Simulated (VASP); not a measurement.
## GaN: single point with r2SCAN

The system is GaN.

```
CELL_PARAMETERS angstrom
0.00000 2.25350 2.25350
2.25350 0.00000 2.25350
2.25350 2.25350 0.00000
ATOMIC_POSITIONS crystal
Ga 0.03328 0.03328 0.91965
N 0.75000 0.75000 0.75000
```

This cell differs from its parent crystal: atom 1 (Ga) moved by (-0.150, +0.150) A along [1 1 0] and z.

* Program: VASP 6.6.1
* Task: single point
* Functional: r2SCAN
* Potentials or basis: VASP PAW PBE potentials, release 64 (Ga_d, N_h)
* Cutoff: 910 eV
* k mesh: 10 × 10 × 10
* Occupations: gaussian, width 0.05 eV
* Spin: no spin polarisation

- Pressure: 3.1 GPa
- Largest force: 1.673 eV/Å
- Band gap on the k mesh: 1.83 eV

Forces in eV/Å, atoms in the order of the input:
```
Ga   0.638  0.638 -1.408
N   -0.638 -0.638  1.408
```

Stress tensor (GPa, compression positive):
```
 3.68 -6.56  2.82
-6.56  3.68  2.82
 2.82  2.82  2.02
```

Levels at points of the mesh, in eV from the valence-band top:
| k point | band 7 | band 8 | band 9 | band 10 | band 11 | band 12 |
| --- | --- | --- | --- | --- | --- | --- |
| (0.00, 0.00, 0.00) | -0.62 | -0.44 | 0.00 | 1.83 | 10.73 | 10.84 |
| (0.50, 0.00, 0.00) | -7.72 | -1.81 | -0.77 | 4.95 | 9.00 | 10.09 |
| (0.00, 0.00, 0.50) | -6.82 | -1.41 | -1.18 | 4.56 | 8.98 | 10.20 |
| (0.50, 0.50, 0.50) | -7.55 | -1.87 | -0.72 | 4.86 | 8.97 | 10.00 |
| (0.50, 0.50, 0.00) | -6.53 | -3.31 | -2.77 | 3.38 | 6.85 | 12.16 |
| (0.00, 0.50, 0.50) | -6.58 | -3.24 | -2.76 | 3.36 | 6.77 | 12.16 |

Wall time 3.6 min on 1 thread of Intel(R) Xeon(R) 6975P-C (Granite Rapids), with other jobs on the host, peak memory 0.37 GiB.

Caveat: the cell differs from its parent crystal (atom 1 (Ga) moved by (-0.150, +0.150) A along [1 1 0] and z); the cutoff is under 1.25 times the usual one of these potentials, so pressure, stress and relaxed cells hold a basis-set (Pulay) error; the cell stands under pressure; the PAW data sets were made with another functional, which shifts forces and pressure a little.
